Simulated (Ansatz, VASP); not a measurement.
## C: VASP beside Ansatz

File INCAR:

```
PREC = Accurate ; ENCUT = 520
EDIFF = 1E-6 ; ISMEAR = 0
SIGMA = 0.03 ; LREAL = F
LASPH = T ; NELM = 80
ALGO = Normal ; ISIF = 2
LWAVE = F ; LCHARG = F
GGA = CA ; NBANDS = 11
```

Contents of KPOINTS:

```
Automatic mesh
0
Gamma
  16 16 16
```

File POSCAR:

```
C
1.0
    0.0000000000      2.0849009873      3.4605416593
    1.2044428972      0.0000000000      3.4605416593
    1.2044428972      2.0849009873      0.0000000000
C
2
Direct
    0.1667065656      0.8332934344      0.1667065656
    0.8332934344      0.1667065656      0.8332934344
```

Input for Ansatz:

```yaml
crystal:
  lattice:
    - [0.0, 2.0849009873, 3.4605416593]
    - [1.2044428972, 0.0, 3.4605416593]
    - [1.2044428972, 2.0849009873, 0.0]
  atoms:
    - { symbol: C, position: [0.1667065656, 0.8332934344, 0.1667065656] }
    - { symbol: C, position: [0.8332934344, 0.1667065656, 0.8332934344] }
basis:
  ecutwfc: 420
kpoints:
  mp_grid: { grid: [16, 16, 16] }
hamiltonian:
  xc: lda
scf:
  occupations: { method: gaussian, width: 0.03 }
output:
  forces: true
  stress: true
  eigenvalues: true
  write_density: true
  write_potential: true
  elf: true
  volumetric_format: npy
```

Change from the starting cell: strain -0.015 along x and y, +0.030 along z, atoms carried along.

Alike in both runs: task single point; functional LDA; k mesh 16 × 16 × 16; occupations gaussian, width 0.03 eV; no spin polarisation.

```csv
,VASP,Ansatz
version,VASP 6.6.1,Ansatz 0.2.0
potentials or method,"VASP PAW LDA potentials, release 64 (C), cutoff 520 eV","scalar-relativistic, plane waves, PAW"
valence electrons in the cell,8,8
```

Ansatz gave:

* gap on the k mesh at the Fermi level (eV): 0.41
* least direct gap on the mesh (eV): 0.47
* pressure (GPa): 13.3
* traceless stress, the component that is largest in VASP (GPa): -13.98
* rms of the force components (eV/Å): 0.011

Problem. Which values does VASP return?

Solution. gap on the k mesh at the Fermi level (eV): 0.41; least direct gap on the mesh (eV): 0.47; pressure (GPa): 14.1; traceless stress, the component that is largest in VASP (GPa): -14.91; rms of the force components (eV/Å): 0.011.

LDA's correlation is that of Perdew and Zunger in VASP and of Perdew and Wang (1992) in Ansatz. Atom by atom the forces differ by 0.000 eV/Å (rms over components).
